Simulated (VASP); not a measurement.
# I (Fd-3m) in VASP: single point with PBEsol

Aim: the single point of I with PBEsol.

Program: VASP 6.6.1. These are calculated values, not measurements. Logs are shortened: lines on timing, memory, paths and dates and some standing lists are left out, and cuts for length are marked.

### 1 The cell of the first run

The structure is cubic, space group Fd-3m (No. 227). Conventional cell: a = 7.705 Å, b = 7.705 Å, c = 7.705 Å, α = 90.00°, β = 90.00°, γ = 90.00°. Within 4.4 Å of I (site symmetry -43m) lie 4 I at 3.34 Å.

### 2 Single point, PBEsol

File INCAR:

```
SYSTEM = I
PREC     = Accurate       ! precision mode
ENCUT    = 520            ! plane-wave cutoff, eV
EDIFF    = 1E-6           ! SCF threshold, eV
ISMEAR   = -1             ! smearing method
SIGMA    = 0.13605693000000002 ! smearing width, eV
LREAL    = .FALSE.        ! projectors in reciprocal space
LASPH    = .TRUE.         ! aspherical terms in the spheres
NELM     = 60             ! most SCF steps
ALGO     = Normal         ! electronic algorithm
ISIF     = 2              ! what is computed and relaxed
LWAVE    = .FALSE.        ! write WAVECAR
LCHARG   = .FALSE.        ! write CHGCAR
GGA      = PS             ! functional
NBANDS   = 14             ! bands
```

File KPOINTS:

```
Automatic mesh
0
G
  8 8 8
  0 0 0
```

File POSCAR:

```
I
1.0
    0.0000000000      3.8526826752      3.8526826752
    3.8526826752      0.0000000000      3.8526826752
    3.8526826752      3.8526826752      0.0000000000
I
2
Direct
    0.0000000000      0.0000000000      0.0000000000
    0.2500000000      0.2500000000      0.2500000000
```

Potentials or basis: VASP PAW PBE potentials, release 64 (I).

Command:

```sh
cat potpaw_PBE.64/I/POTCAR > POTCAR
mpirun -np 1 vasp_std > vasp.out
```

OUTCAR:

```text
SYSTEM = I
   PREC = Accurate
   ENCUT = 520
   EDIFF = 1E-6
   ISMEAR = -1
   LREAL = .FALSE.
   LASPH = .TRUE.
   NELM = 60
   ISIF = 2
   GGA = PS

 ion  position               nearest neighbor table
   1  0.000  0.000  0.000-   2 3.34   2 3.34   2 3.34   2 3.34
   2  0.250  0.250  0.250-   1 3.34   1 3.34   1 3.34   1 3.34

  LATTYP: Found a face centered cubic cell.
 ALAT       =     7.7053653504

  Lattice vectors:

 A1 = (   0.0000000000,   3.8526826752,   3.8526826752)
 A2 = (   3.8526826752,   0.0000000000,   3.8526826752)
 A3 = (   3.8526826752,   3.8526826752,   0.0000000000)

Analysis of symmetry for initial positions (statically):
=====================================================================
 Subroutine PRICEL returns:
 Original cell was already a primitive cell.

 Routine SETGRP: Setting up the symmetry group for a
 face centered cubic supercell.

 Subroutine GETGRP returns: Found 48 space group operations
 (whereof 24 operations were pure point group operations)
 out of a pool of 48 trial point group operations.

The static configuration has the point symmetry T_d .
 The point group associated with its full space group is O_h .

Analysis of symmetry for dynamics (positions and initial velocities):
=====================================================================
 Subroutine PRICEL returns:
 Original cell was already a primitive cell.

 Routine SETGRP: Setting up the symmetry group for a
 face centered cubic supercell.

 Subroutine GETGRP returns: Found 48 space group operations
 (whereof 24 operations were pure point group operations)
 out of a pool of 48 trial point group operations.

The dynamic configuration has the point symmetry T_d .
 The point group associated with its full space group is O_h .

 Subroutine INISYM returns: Found 48 space group operations
 (whereof 24 operations are pure point group operations),
 and found     1 'primitive' translations

----------------------------------------------------------------------------------------

                                     Primitive cell

  volume of cell :     114.3720

  direct lattice vectors                    reciprocal lattice vectors
     0.000000000  3.852682675  3.852682675    -0.129779700  0.129779700  0.129779700
     3.852682675  0.000000000  3.852682675     0.129779700 -0.129779700  0.129779700
     3.852682675  3.852682675  0.000000000     0.129779700  0.129779700 -0.129779700

  length of vectors
     5.448516091  5.448516091  5.448516091     0.224785033  0.224785033  0.224785033

  position of ions in fractional coordinates (direct lattice)
     0.000000000  0.000000000  0.000000000
     0.250000000  0.250000000  0.250000000

  ion indices of the primitive-cell ions
   primitive index   ion index
                 1           1
                 2           2

----------------------------------------------------------------------------------------

 KPOINTS: Automatic mesh

Automatic generation of k-mesh.
 Grid dimensions read from file:
 generate k-points for:    8    8    8

 Generating k-lattice:

  Cartesian coordinates                     Fractional coordinates (reciprocal lattice)
    -0.016222462  0.016222462  0.016222462     0.125000000  0.000000000  0.000000000
     0.016222462 -0.016222462  0.016222462     0.000000000  0.125000000  0.000000000
     0.016222462  0.016222462 -0.016222462     0.000000000  0.000000000  0.125000000

  Length of vectors
     0.028098129  0.028098129  0.028098129

  Shift w.r.t. Gamma in fractional coordinates (k-lattice)
     0.000000000  0.000000000  0.000000000

 Subroutine IBZKPT returns following result:
 ===========================================

 Found     29 irreducible k-points:

 Following reciprocal coordinates:
            Coordinates               Weight
  0.000000  0.000000  0.000000      1.000000
  0.125000  0.000000  0.000000      8.000000
  0.250000  0.000000  0.000000      8.000000
  0.375000  0.000000  0.000000      8.000000
  0.500000  0.000000  0.000000      4.000000
  0.125000  0.125000  0.000000      6.000000
[... 16 lines left out ...]
  0.500000  0.250000  0.125000     48.000000
 -0.375000  0.250000  0.125000     24.000000
 [... further k-points ...]
   k-points           NKPTS =     29   k-points in BZ     NKDIM =     29   number of bands    NBANDS=     14
   number of dos      NEDOS =    301   number of ions     NIONS =      2
   total plane-waves  NPLWV =  74088
   dimension x,y,z NGX =    42 NGY =   42 NGZ =   42
   dimension x,y,z NGXF=    84 NGYF=   84 NGZF=   84
   ions per type =               2
   NGX,Y,Z   is equivalent  to a cutoff of  12.82, 12.82, 12.82 a.u.
   NGXF,Y,Z  is equivalent  to a cutoff of  25.63, 25.63, 25.63 a.u.
 SYSTEM =  I
   PREC   = accura    normal or accurate (medium, high low for compatibility)
   ISTART =      0    job   : 0-new  1-cont  2-samecut
   ICHARG =      2    charge: 1-file 2-atom 10-const
   ISPIN  =      1    spin polarized calculation?
   LNONCOLLINEAR =      F non collinear calculations
   LSORBIT =      F    spin-orbit coupling
   LASPH  =      T    aspherical Exc in radial PAW
   ENCUT  =  520.0 eV  38.22 Ry    6.18 a.u.  10.13 10.13 10.13*2*pi/ulx,y,z
   NELM   =     60;   NELMIN=  2; NELMDL= -5     # of ELM steps
   EDIFF  = 0.1E-05   stopping-criterion for ELM
   LREAL  =      F    real-space projection
   EDIFFG = 0.1E-04   stopping-criterion for IOM
   NSW    =      0    number of steps for IOM
   IBRION =     -1    ionic relax: 0-MD 1-quasi-New 2-CG
   NFREE  =      0    steps in history (QN), initial steepest desc. (CG)
   ISIF   =      2    stress and relaxation
   ISYM   =      2    0-nonsym 1-usesym 2-fastsym
   POTIM  = 0.5000    time-step for ionic-motion
   TEBEG  =    0.0;   TEEND  =   0.0 temperature during run
   PSTRESS=    0.0 pullay stress
   NELECT =      14.0000    total number of electrons
   NUPDOWN=      -1.0000    fix difference up-down
   EMIN   =  10.00;   EMAX   =-10.00  energy-range for DOS
   EFERMI =   0.00;   METHOD = LEGACY
   ISMEAR =    -1;   SIGMA  =   0.14  broadening in eV -4-tet -1-fermi 0-gaus
   EFERMI_NEDOS =   21; number of points for ismear=-14 and -15
   IALGO  =     38    algorithm
   IMIX   =      4    mixing-type and parameters
     AMIX     =   0.40;   BMIX     =  1.00
     AMIX_MAG =   1.60;   BMIX_MAG =  1.00
  volume/ion in A,a.u.               =      57.19       385.91
  Fermi-wavevector in a.u.,A,eV,Ry     =   0.812851  1.536066  8.989733  0.660727
  Thomas-Fermi vector in A             =   1.922469
   LORBIT       =      0    0 simple, 1 ext, 2 COOP (PROOUT), +10 PAW based schemes
   GGA     = PS    functional components
   LHFCALC =     F    Hartree Fock is set to
   AEXX    =    0.0000 exact exchange contribution
   IVDW    =     0    specifies the selected vdW correction
   LEPSILON=     F    determine dielectric tensor
   LRPA    =     F    only Hartree local field effects (RPA)
 non-spin polarized calculation
  energy-cutoff  :      520.00
  volume of cell :      114.37
 maximum number of plane-waves:      3119
 NGX is ok and might be reduce to    42
   NGX = 21   NGY = 21   NGZ = 21

 number of electron      14.0000000 magnetization

 Free energy of the ion-electron system (eV)
  ---------------------------------------------------
  ext. energy  EPLUGINS =         0.00000000
  ---------------------------------------------------
  free energy    TOTEN  =        -2.43875899 eV

  energy without entropy =       -2.19648190  energy(sigma->0) =       -2.31762045

 E-fermi :   0.6733     XC(G=0):  -6.7136

 val. band max:        0.6701629292   @ k =   0.3750   0.2500   0.0000
 cond. band min:       0.7147242821   @ k =  -0.3750   0.1250   0.0000
 fundamental gap:      0.0445613530
 Fermi energy:         0.6733356080

 k-point     1 :       0.0000    0.0000    0.0000
  band No.  band energies     occupation
      1     -12.4592      2.00000
      2     -10.3727      2.00000
      3      -2.0689      2.00000
      4      -2.0689      2.00000
      5      -2.0689      2.00000
      6      -0.2426      1.99762
      7      -0.2426      1.99762
      8      -0.2426      1.99762
      9       5.0068      0.00000
     10       7.4546      0.00000
     11       7.4546      0.00000
     12       8.8575      0.00000
     13       8.8575      0.00000
     14       8.8575      0.00000

 k-point     2 :       0.1250    0.0000    0.0000
  band No.  band energies     occupation
      1     -12.4111      2.00000
      2     -10.4492      2.00000
      3      -2.1357      2.00000
      4      -2.1357      2.00000
      5      -2.1134      2.00000
      6      -0.1600      1.99563
      7      -0.1441      1.99509
      8      -0.1441      1.99509
      9       5.2820      0.00000
     10       7.2680      0.00000
     11       7.2680      0.00000
     12       8.6790      0.00000
     13       9.3382      0.00000
     14       9.3382      0.00000

 k-point     3 :       0.2500    0.0000    0.0000
  band No.  band energies     occupation
      1     -12.2783      2.00000
      2     -10.6490      2.00000
      3      -2.2746      2.00000
      4      -2.2746      2.00000
      5      -2.2357      2.00000
      6       0.0695      1.97664
      7       0.0695      1.97664
      8       0.0983      1.97122
      9       5.9084      0.00000
     10       7.1300      0.00000
     11       7.1300      0.00000
     12       8.4399      0.00000
     13       9.4343      0.00000
     14      10.0127      0.00000
[... 324 lines left out ...]
 k-point    23 :       0.5000    0.2500    0.1250
  band No.  band energies     occupation
      1     -11.9819      2.00000
      2     -11.0434      2.00000
      3      -2.8345      2.00000
      4      -2.5521      2.00000
      5      -1.6972      2.00000
      6      -0.2832      1.99823
      7       0.5455      1.43793
      8       0.7955      0.57892
      9       6.4233      0.00000
     10       6.5157      0.00000
     11       7.7156      0.00000
     12       8.3791      0.00000
     13       9.3960      0.00000
     14       9.9059      0.00000

 k-point    24 :      -0.3750    0.2500    0.1250
  band No.  band energies     occupation
      1     -11.8796      2.00000
      2     -11.1662      2.00000
      3      -2.9024      2.00000
      4      -2.5977      2.00000
      5      -1.6720      2.00000
      6      -0.2094      1.99696
      7       0.6015      1.25802
      8       0.8844      0.34972
      9       6.2813      0.00000
     10       6.6702      0.00000
     11       7.6649      0.00000
     12       8.3051      0.00000
     13       9.2623      0.00000
     14      10.0890      0.00000

 [... further k-points ...]
[... 5 lines left out ...]
  --------------------------------------------------------------------------------------
  -------------------------------------------------------------------------------------
  Total       -0.0165684     -0.0165684     -0.0165684     -0.0000000      0.0000000      0.0000000
  in kB       -0.2320974     -0.2320974     -0.2320974     -0.0000000      0.0000000      0.0000000
  external PRESSURE =      -0.2320974 kB  Pullay stress =       0.0000000 kB

 VOLUME and BASIS-vectors are now :
 -----------------------------------------------------------------------------
  energy-cutoff  :      520.00
  volume of cell :      114.37
      direct lattice vectors                 reciprocal lattice vectors
     0.000000000  3.852682675  3.852682675    -0.129779700  0.129779700  0.129779700
     3.852682675  0.000000000  3.852682675     0.129779700 -0.129779700  0.129779700
     3.852682675  3.852682675  0.000000000     0.129779700  0.129779700 -0.129779700

 POSITION                                       TOTAL-FORCE (eV/Angst)
 -----------------------------------------------------------------------------------
      0.00000      0.00000      0.00000        -0.000000      0.000000     -0.000000
      1.92634      1.92634      1.92634         0.000000     -0.000000      0.000000
 -----------------------------------------------------------------------------------
    total drift:                               -0.000000     -0.000000     -0.000000

  FREE ENERGIE OF THE ION-ELECTRON SYSTEM (eV)
  ---------------------------------------------------
  free  energy   TOTEN  =        -2.4387589916 eV

  energy  without entropy=       -2.1964819024  energy(sigma->0) =       -2.31762045
```

Run time: 54 s. Hardware: 1 thread of AMD EPYC 7R43 (Zen 3), shared host; peak memory 0.22 GiB.

What came out:

| Item | Value |
| --- | --- |
| Free energy | -2.4388 eV |
| Pressure | 0.0 GPa |
| Band gap on the k mesh | zero (band 7 reaches 1.09 eV, above the bottom of band 8 at -0.24 eV) |

Caveat: the PAW data sets were made with another functional, which shifts forces and pressure a little; spin-orbit coupling is left out, which moves the levels of the heavy elements.
